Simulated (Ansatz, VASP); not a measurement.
## CaO: VASP beside Ansatz

File INCAR:

```
SYSTEM = CaO
  PREC = Accurate
  ENCUT = 520
  EDIFF = 1E-6
  ISMEAR = 0
  SIGMA = 0.05
  LREAL = .False.
  LASPH = .True.
  NELM = 100
  ALGO = Normal
  ISIF = 2
  LWAVE = .False.
  LCHARG = .False.
  GGA = PE
  NBANDS = 15
```

KPOINTS

```
regular mesh
0
Gamma
  8 8 8
  0 0 0
```

File POSCAR:

```
CaO
1.0
    0.0000000000      2.4857350000      2.4490000000
    2.4857350000      0.0000000000      2.4490000000
    2.4857350000      2.4857350000      0.0000000000
Ca O
1 1
Direct
    0.0000000000      0.0000000000      0.0000000000
    0.5000000000      0.5000000000      0.5000000000
```

Input for Ansatz:

```yaml
crystal:
  lattice:
    - [0.0, 2.485735, 2.449]
    - [2.485735, 0.0, 2.449]
    - [2.485735, 2.485735, 0.0]
  atoms:
    - { symbol: Ca, position: [0.0, 0.0, 0.0] }
    - { symbol: O, position: [0.5, 0.5, 0.5] }
basis:
  ecutwfc: 420
kpoints:
  mp_grid: { grid: [8, 8, 8] }
hamiltonian:
  xc: pbe
scf:
  occupations: { method: gaussian, width: 0.05 }
output:
  forces: true
  stress: true
  eigenvalues: true
  write_density: true
  write_potential: true
  elf: true
  volumetric_format: npy
```

Change from the starting cell: strain +0.015 along x and y, +0.000 along z, atoms carried along.

Alike in both runs: task single point; functional PBE; k mesh 8 × 8 × 8; occupations gaussian, width 0.05 eV; no spin polarisation.

|  | VASP | Ansatz |
| --- | --- | --- |
| version | VASP 6.6.1 | Ansatz 0.2.0 |
| potentials or method | VASP PAW PBE potentials, release 64 (Ca_sv, O), cutoff 520 eV | scalar-relativistic, plane waves, PAW |
| valence electrons in the cell | 16 | 16 |

Ansatz gave:

| Quantity | Value |
| --- | --- |
| gap on the k mesh at the Fermi level (eV) | 3.61 |
| least direct gap on the mesh (eV) | 4.04 |
| pressure (GPa) | -6.4 |
| traceless stress, the component that is largest in VASP (GPa) | 0.93 |

Problem. Which values does VASP return?

Solution. gap on the k mesh at the Fermi level (eV): 3.60; least direct gap on the mesh (eV): 4.02; pressure (GPa): -6.0; traceless stress, the component that is largest in VASP (GPa): 0.98.

The functional is the same, so the differences come from potentials, cutoffs and numerics.
